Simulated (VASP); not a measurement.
Input of a VASP 6.6.1 run:

POSCAR

```
GaN
1.0
    3.2149335838      0.0000000000      0.0000000000
   -1.6074667919      2.7842141550      0.0000000000
    0.0000000000      0.0000000000      5.1524771957
Ga N
2 2
Direct
    0.3333333333      0.6666666667     -0.0008903618
    0.6666666667      0.3333333333      0.4991096382
    0.3333333333      0.6666666667      0.3758903618
    0.6666666667      0.3333333333      0.8758903618
```

INCAR.step1

```
  ALGO = Normal
  EDIFF = 1E-4
  ENCUT = 520
  GGA = PE
  ISMEAR = 0
  LASPH = True
  LCHARG = False
  LREAL = False
  LWAVE = True
  NBANDS = 26
  NELM = 100
  PREC = Accurate
  SIGMA = 0.01
```

Contents of INCAR.step2:

```
  ALGO = Normal
  EDIFF = 1E-6
  ENCUT = 520
  ISIF = 2
  ISMEAR = 0
  ISTART = 1
  LASPH = True
  LCHARG = True
  LELF = True
  LMIXTAU = True
  LREAL = False
  LVHAR = True
  LWAVE = False
  METAGGA = R2SCAN
  NBANDS = 26
  NELM = 100
  PREC = Accurate
  SIGMA = 0.01
```

Contents of KPOINTS:

```
k-points
0
Gamma
  8 8 4
```

Potentials or basis: VASP PAW PBE potentials, release 64 (Ga_d, N).

Launch:

```console
$ cat potpaw_PBE.64/Ga_d/POTCAR potpaw_PBE.64/N/POTCAR > POTCAR
$ cp INCAR.step1 INCAR
$ mpirun -np 1 vasp_std > vasp.out
$ cp INCAR.step2 INCAR
$ mpirun -np 1 vasp_std > vasp.out
```

Task: What does it give for the largest force?

Result: 0.168 eV/Å.

Task: Predict the band gap on the k mesh.

Result: 2.27 eV.

Task: What does it give for the pressure?

Result: -1.6 GPa.

Forces in eV/Å, atoms in the order of the input:
```
Ga   0.000  0.000 -0.168
Ga   0.000  0.000 -0.168
N    0.000  0.000  0.168
N    0.000  0.000  0.168
```

Caveat: the cell differs from its parent crystal (in-plane strain +0.01); the PAW data sets were made with another functional, which shifts forces and pressure a little.
